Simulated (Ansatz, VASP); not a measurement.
**TiAl: VASP beside Ansatz**

INCAR

```
SYSTEM = TiAl
PREC     = Accurate       ! precision mode
ENCUT    = 520            ! plane-wave cutoff, eV
EDIFF    = 1E-6           ! SCF threshold, eV
ISMEAR   = 0              ! smearing method
SIGMA    = 0.15           ! smearing width, eV
LREAL    = .FALSE.        ! projectors in reciprocal space
LASPH    = .TRUE.         ! aspherical terms in the spheres
NELM     = 100            ! most SCF steps
ALGO     = Fast           ! electronic algorithm
ISIF     = 2              ! what is computed and relaxed
LWAVE    = .FALSE.        ! write WAVECAR
LCHARG   = .FALSE.        ! write CHGCAR
GGA      = CA             ! functional
NBANDS   = 14             ! bands
```

Contents of KPOINTS:

```
Automatic mesh
0
G
  16 16 16
  0 0 0
```

The input POSCAR:

```
TiAl
1.0
    3.1790640000      0.0000000000      0.0000000000
    0.0000000000      3.1790640000      0.0000000000
    0.0000000000      0.0000000000      3.4333891200
Ti Al
1 1
Direct
    0.0000000000      0.0000000000      0.0000000000
    0.5000000000      0.5000000000      0.5000000000
```

Input for Ansatz:

```yaml
crystal:
  lattice:
    - [3.179064, 0.0, 0.0]
    - [0.0, 3.179064, 0.0]
    - [0.0, 0.0, 3.43338912]
  atoms:
    - { symbol: Ti, position: [0.0, 0.0, 0.0] }
    - { symbol: Al, position: [0.5, 0.5, 0.5] }
basis:
  ecutwfc: 420
kpoints:
  mp_grid: { grid: [16, 16, 16] }
hamiltonian:
  xc: lda
scf:
  occupations: { method: gaussian, width: 0.15 }
output:
  forces: true
  stress: true
  eigenvalues: true
```

Change from the starting cell: strain +0.000 along x and y, +0.080 along z, atoms carried along.

Alike in both runs: task single point; functional LDA; k mesh 16 × 16 × 16; occupations gaussian, width 0.15 eV; no spin polarisation.

|  | VASP | Ansatz |
| --- | --- | --- |
| version | VASP 6.6.1 | Ansatz 0.2.0 |
| potentials or method | VASP PAW LDA potentials, release 64 (Ti_sv, Al), cutoff 520 eV | scalar-relativistic, plane waves, PAW |
| valence electrons in the cell | 15 | 15 |

VASP gave:

| Quantity | Value |
| --- | --- |
| gap on the k mesh at the Fermi level (eV) | none |
| pressure (GPa) | -12.3 |
| traceless stress, the component that is largest in VASP (GPa) | 3.85 |

**Question.** What did Ansatz give for the same quantities?

**Answer.** gap on the k mesh at the Fermi level (eV): none; pressure (GPa): -12.4; traceless stress, the component that is largest in VASP (GPa): 3.85.

LDA's correlation is that of Perdew and Zunger in VASP and of Perdew and Wang (1992) in Ansatz. A gap of «none» marks a metal or a gap that the smearing closes.
